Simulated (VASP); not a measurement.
# BaS (I-4m2) in VASP: single point with HSE06

Aim: the single point of BaS with HSE06.

All numbers are computed with VASP 6.6.1; they aren't measurements. Logs are shortened: lines on timing, memory, paths and dates and some standing lists are left out, and cuts for length are marked.

**1. The cell of the first run**

Symmetry: I-4m2, No. 119, tetragonal system. The conventional cell has a = 4.731 Å, b = 4.731 Å, c = 7.579 Å, α = 90.00°, β = 90.00°, γ = 90.00°. Within 4.0 Å of Ba (site symmetry -4m2) lie 4 S at 3.03 Å. Within 4.0 Å of S (site symmetry -4m2) lie 4 Ba at 3.03 Å.

**2. Single point, HSE06 (epitaxial xy strain -5.0%)**

POSCAR reads:

```
BaS
1.0
    0.0000000000      3.3452008882      3.7894180100
    3.3452008882      0.0000000000      3.7894180100
    3.3452008882      3.3452008882      0.0000000000
Ba S
1 1
Direct
    0.0000000000      0.0000000000      0.0000000000
    0.2500000000      0.2500000000      0.2500000000
```

INCAR.step1 reads:

```
  ALGO = Normal
  EDIFF = 1E-5
  ENCUT = 520
  GGA = PE
  ISIF = 2
  ISMEAR = 0
  LASPH = T
  LCHARG = F
  LREAL = F
  LWAVE = T
  NBANDS = 15
  NELM = 60
  PREC = Accurate
  SIGMA = 0.01
```

INCAR.step2 reads:

```
  ALGO = Normal
  EDIFF = 1E-6
  ENCUT = 520
  GGA = PE
  HFSCREEN = 0.2079
  ISIF = 2
  ISMEAR = 0
  ISTART = 1
  LASPH = T
  LCHARG = F
  LHFCALC = T
  LREAL = F
  LWAVE = F
  NBANDS = 15
  NELM = 60
  PREC = Accurate
  PRECFOCK = Normal
  SIGMA = 0.01
```

KPOINTS reads:

```
k-points
0
Gamma
  4 4 4
```

Potentials or basis: VASP PAW PBE potentials, release 64 (Ba_sv, S).

Launch:

```sh
$ cat potpaw_PBE.64/Ba_sv/POTCAR potpaw_PBE.64/S/POTCAR > POTCAR
$ cp INCAR.step1 INCAR
$ mpirun -np 1 vasp_std > vasp.out
$ cp INCAR.step2 INCAR
$ mpirun -np 1 vasp_std > vasp.out
```

OUTCAR:

```text
EDIFF = 1E-6
   ENCUT = 520
   GGA = PE
   HFSCREEN = 0.2079
   ISIF = 2
   ISMEAR = 0
   ISTART = 1
   LASPH = T
   LHFCALC = T
   LREAL = F
   NELM = 60
   PREC = Accurate
   PRECFOCK = Normal

 ion  position               nearest neighbor table
   1  0.000  0.000  0.000-   2 3.03   2 3.03   2 3.03   2 3.03
   2  0.250  0.250  0.250-   1 3.03   1 3.03   1 3.03   1 3.03

  LATTYP: Found a body centered tetragonal cell.
 ALAT       =     4.7308284650
 C/A-ratio  =     1.6020103194

  Lattice vectors:

 A1 = (  -3.3452008882,   0.0000000000,   3.7894180100)
 A2 = (   3.3452008882,   0.0000000000,   3.7894180100)
 A3 = (   0.0000000000,   3.3452008882,  -3.7894180100)

Analysis of symmetry for initial positions (statically):
=====================================================================
 Subroutine PRICEL returns:
 Original cell was already a primitive cell.

 Routine SETGRP: Setting up the symmetry group for a
 body centered tetragonal supercell.

 Subroutine GETGRP returns: Found  8 space group operations
 (whereof  8 operations were pure point group operations)
 out of a pool of 16 trial point group operations.

The static configuration has the point symmetry D_2d.

Analysis of symmetry for dynamics (positions and initial velocities):
=====================================================================
 Subroutine PRICEL returns:
 Original cell was already a primitive cell.

 Routine SETGRP: Setting up the symmetry group for a
 body centered tetragonal supercell.

 Subroutine GETGRP returns: Found  8 space group operations
 (whereof  8 operations were pure point group operations)
 out of a pool of 16 trial point group operations.

The dynamic configuration has the point symmetry D_2d.

 Subroutine INISYM returns: Found  8 space group operations
 (whereof  8 operations are pure point group operations),
 and found     1 'primitive' translations

----------------------------------------------------------------------------------------

                                     Primitive cell

  volume of cell :      84.8100

[... 88 lines left out ...]
   NUPDOWN=      -1.0000    fix difference up-down
   EMIN   =  10.00;   EMAX   =-10.00  energy-range for DOS
   EFERMI =   0.00;   METHOD = LEGACY
   ISMEAR =     0;   SIGMA  =   0.01  broadening in eV -4-tet -1-fermi 0-gaus
   EFERMI_NEDOS =   21; number of points for ismear=-14 and -15
   IALGO  =     38    algorithm
   IMIX   =      1    mixing-type and parameters
     AMIX     =   0.40;   BMIX     =  1.00
     AMIX_MAG =   1.60;   BMIX_MAG =  1.00
  volume/ion in A,a.u.               =      42.40       286.16
  Fermi-wavevector in a.u.,A,eV,Ry     =   0.938928  1.774318 11.994715  0.881587
  Thomas-Fermi vector in A             =   2.066190
   LORBIT       =      0    0 simple, 1 ext, 2 COOP (PROOUT), +10 PAW based schemes
   GGA     = PE    functional components
   LHFCALC =     T    Hartree Fock is set to
   PRECFOCK=normal    Normal, Fast or Accurate (Low or Medium for compatibility)
   ENCUT4O =  -1.0   cutoff for four orbital integrals eV
   NKREDX  =     1    reduce k-point grid by
   NKREDY  =     1    reduce k-point grid by
   NKREDZ  =     1    reduce k-point grid by
   AEXX    =    0.2500 exact exchange contribution
   HFSCREEN=    0.2079 screening length (either q_TF or 0.3 A-1)
   HFSCREENC=   0.2079 screening length for correlation (either q_TF or 0.3 A-1)
   ENCUTFOCK=  -1.0 apply spherical cutoff to Coloumb kernel
   IVDW    =     0    specifies the selected vdW correction
   LEPSILON=     F    determine dielectric tensor
   LRPA    =     F    only Hartree local field effects (RPA)
 non-spin polarized calculation
 Gauss-broadening in eV      SIGMA  =   0.01
  energy-cutoff  :      520.00
  volume of cell :       84.81
 maximum number of plane-waves:      2319
 NGX is ok and might be reduce to    40
  NGX = 30; NGY = 30; NGZ = 28

 number of electron      15.9999999 magnetization

 Free energy of the ion-electron system (eV)
  ---------------------------------------------------
  ext. energy  EPLUGINS =         0.00000000
  ---------------------------------------------------
  free energy    TOTEN  =       -11.02219458 eV

  energy without entropy =      -11.02219458  energy(sigma->0) =      -11.02219458

 E-fermi :  -0.5588     XC(G=0):  -6.1353

 val. band max:       -0.6384383041   @ k =   0.5000   0.5000   0.0000
 cond. band min:       2.9465342148   @ k =   0.0000   0.0000   0.0000
 fundamental gap:      3.5849725189
 Fermi energy:        -0.5587961473

 k-point     1 :       0.0000    0.0000    0.0000
  band No.  band energies     occupation
      1     -28.4962      2.00000
      2     -12.6261      2.00000
      3     -12.6261      2.00000
      4     -12.6194      2.00000
      5     -11.6891      2.00000
      6      -1.4903      2.00000
      7      -1.3970      2.00000
      8      -1.3970      2.00000
      9       2.9465      0.00000
     10       5.0075      0.00000
     11       5.9841      0.00000
     12       6.7441      0.00000
     13       7.8405      0.00000
     14       7.8405      0.00000
[... 203 lines left out ...]
      2     -13.5592      2.00000
      3     -12.8497      2.00000
      4     -12.7144      2.00000
      5     -10.6216      2.00000
      6      -1.4584      2.00000
      7      -1.2197      2.00000
      8      -0.8644      2.00000
      9       3.7588      0.00000
     10       4.6353      0.00000
     11       6.9230      0.00000
     12       6.9922      0.00000
     13       7.8946      0.00000
     14       9.0525      0.00000
     15       9.8251      0.00000

------------------------ aborting loop because EDIFF is reached ----------------------------------------

  FORCE on cell =-STRESS in cart. coord.  units (eV):
  Direction    XX          YY          ZZ          XY          YZ          ZX
  --------------------------------------------------------------------------------------
  -------------------------------------------------------------------------------------
  Total        0.5308341      0.5308341      0.0579608      0.0000000     -0.0000000     -0.0000000
  in kB       10.0281880     10.0281880      1.0949603      0.0000000     -0.0000000     -0.0000000
  external PRESSURE =       7.0504454 kB  Pullay stress =       0.0000000 kB

 VOLUME and BASIS-vectors are now :
 -----------------------------------------------------------------------------
  energy-cutoff  :      520.00
  volume of cell :       84.81
      direct lattice vectors                 reciprocal lattice vectors
     0.000000000  3.345200888  3.789418010    -0.149467855  0.149467855  0.131946383
     3.345200888  0.000000000  3.789418010     0.149467855 -0.149467855  0.131946383
     3.345200888  3.345200888  0.000000000     0.149467855  0.149467855 -0.131946383

 POSITION                                       TOTAL-FORCE (eV/Angst)
 -----------------------------------------------------------------------------------
      0.00000      0.00000      0.00000         0.000000      0.000000     -0.000000
      1.67260      1.67260      1.89471        -0.000000     -0.000000      0.000000
 -----------------------------------------------------------------------------------
    total drift:                                0.000001      0.000001     -0.000001

  FREE ENERGIE OF THE ION-ELECTRON SYSTEM (eV)
  ---------------------------------------------------
  free  energy   TOTEN  =       -11.0221945784 eV

  energy  without entropy=      -11.0221945784  energy(sigma->0) =      -11.02219458
```

OUTCAR.step1:

```text
EDIFF = 1E-5
   ENCUT = 520
   GGA = PE
   ISIF = 2
   ISMEAR = 0
[... 443 lines left out ...]
 -----------------------------------------------------------------------------------
      0.00000      0.00000      0.00000        -0.000000     -0.000000     -0.000000
      1.67260      1.67260      1.89471         0.000000      0.000000      0.000000
 -----------------------------------------------------------------------------------
    total drift:                                0.000000      0.000000      0.000000

  FREE ENERGIE OF THE ION-ELECTRON SYSTEM (eV)
  ---------------------------------------------------
  free  energy   TOTEN  =        -9.7089111011 eV

  energy  without entropy=       -9.7089111011  energy(sigma->0) =       -9.70891110
```

OSZICAR.step1:

```text
N       E                     dE             d eps       ncg     rms          rms(c)
DAV:   1     0.922762609685E+02    0.92276E+02   -0.64859E+03   390   0.898E+02
DAV:   2    -0.370199787022E+01   -0.95978E+02   -0.86829E+02   509   0.161E+02
DAV:   3    -0.104738496492E+02   -0.67719E+01   -0.67164E+01   559   0.474E+01
DAV:   4    -0.106778248858E+02   -0.20398E+00   -0.20393E+00   546   0.801E+00
DAV:   5    -0.106794082324E+02   -0.15833E-02   -0.15832E-02   545   0.652E-01    0.519E+00
DAV:   6    -0.971948944500E+01    0.95992E+00   -0.13089E+00   446   0.622E+00    0.354E+00
DAV:   7    -0.968248055019E+01    0.37009E-01   -0.38557E-01   488   0.302E+00    0.253E+00
DAV:   8    -0.969417578911E+01   -0.11695E-01   -0.37045E-02   495   0.121E+00    0.777E-01
DAV:   9    -0.970466449876E+01   -0.10489E-01   -0.16073E-02   404   0.850E-01    0.364E-01
DAV:  10    -0.970763062674E+01   -0.29661E-02   -0.12210E-03   460   0.202E-01    0.119E-01
DAV:  11    -0.970886584675E+01   -0.12352E-02   -0.17896E-03   390   0.215E-01    0.315E-02
DAV:  12    -0.970889290697E+01   -0.27060E-04   -0.93760E-05   559   0.463E-02    0.364E-02
DAV:  13    -0.970891129932E+01   -0.18392E-04   -0.32969E-05   410   0.344E-02    0.108E-02
DAV:  14    -0.970891110110E+01    0.19822E-06   -0.48484E-07   419   0.458E-03
   1 F= -.97089111E+01 E0= -.97089111E+01  d E =-.577794E-32
```

It took 16 min on 1 thread of Intel Xeon Platinum 8259CL at 2.50GHz (Skylake/Cascade Lake), shared host; peak memory 0.35 GiB.

What came out:

```yaml
Free_energy: -11.0222 eV
Pressure: 0.7 GPa
Band_gap_on_the_k_mesh: 3.58 eV (least direct gap 4.08 eV)
```

Levels at points of the mesh, in eV from the valence-band top:
| k point | band 4 | band 5 | band 6 | band 7 | band 8 | band 9 | band 10 | band 11 | band 12 | band 13 |
| --- | --- | --- | --- | --- | --- | --- | --- | --- | --- | --- |
| (0.00, 0.00, 0.00) | -11.98 | -11.05 | -0.85 | -0.76 | -0.76 | 3.58 | 5.65 | 6.62 | 7.38 | 8.48 |
| (0.50, 0.00, 0.00) | -12.02 | -10.16 | -0.74 | -0.63 | -0.41 | 5.35 | 6.26 | 6.36 | 6.41 | 7.43 |
| (0.50, 0.50, 0.00) | -12.08 | -9.77 | -1.30 | 0.00 | 0.00 | 4.08 | 5.33 | 7.29 | 7.29 | 7.66 |
| (0.50, 0.00, 0.50) | -12.07 | -10.00 | -1.25 | -0.21 | -0.07 | 4.43 | 5.40 | 7.44 | 7.68 | 7.78 |

Caveat: the cell differs from its parent crystal (epitaxial xy strain -5.0%); the structure was generated, so it needn't be the stable form of BaS; the PAW data sets were made with another functional, which shifts forces and pressure a little; spin-orbit coupling is left out, which moves the levels of the heavy elements. A k mesh can miss the band edges.
